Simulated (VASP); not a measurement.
Input of a VASP 6.6.1 run:

INCAR

```
PREC = Accurate
ENCUT = 520
EDIFF = 1E-6
ISMEAR = 0
SIGMA = 0.05
LREAL = F
LASPH = T
NELM = 100
ALGO = Normal
ISIF = 2
LWAVE = F
LCHARG = F
LDIPOL = T
IDIPOL = 3
DIPOL = 0.5 0.5 0.500
GGA = PS
NBANDS = 27
```

Contents of KPOINTS:

```
Automatic mesh
0
Gamma
  9 9 1
```

POSCAR

```
WS4
1.0
    3.1457762207      0.0000000000      0.0000000000
   -1.5728881103      2.7243221217      0.0000000000
    0.0000000000      0.0000000000     47.7730411408
S W
4 1
Direct
    0.6666666667      0.3333333333      0.1779246160
    0.6666666667      0.3333333333      0.4672011572
    0.6666666667      0.3333333333      0.5327988428
    0.6666666667      0.3333333333      0.8220753840
    0.3333333333      0.6666666667      0.5000000000
```

Potentials or basis: VASP PAW PBE potentials, release 64 (S, W_sv).

Run with:

```sh
$ cat potpaw_PBE.64/S/POTCAR potpaw_PBE.64/W_sv/POTCAR > POTCAR
$ mpirun -np 1 vasp_std > vasp.out
```

What does it give for the band gap on the k mesh?

Zero (band 19 reaches -1.97 eV, above the bottom of band 20 at -4.17 eV).

What does it give for the largest force?

0.030 eV/Å.

Forces in eV/Å, atoms in the order of the input:
```
S    0.000  0.000  0.001
S    0.000  0.000 -0.030
S    0.000  0.000  0.030
S    0.000  0.000 -0.001
W    0.000  0.000  0.000
```

Caveat: the PAW data sets were made with another functional, which shifts forces and pressure a little; spin-orbit coupling is left out, which moves the levels of the heavy elements.
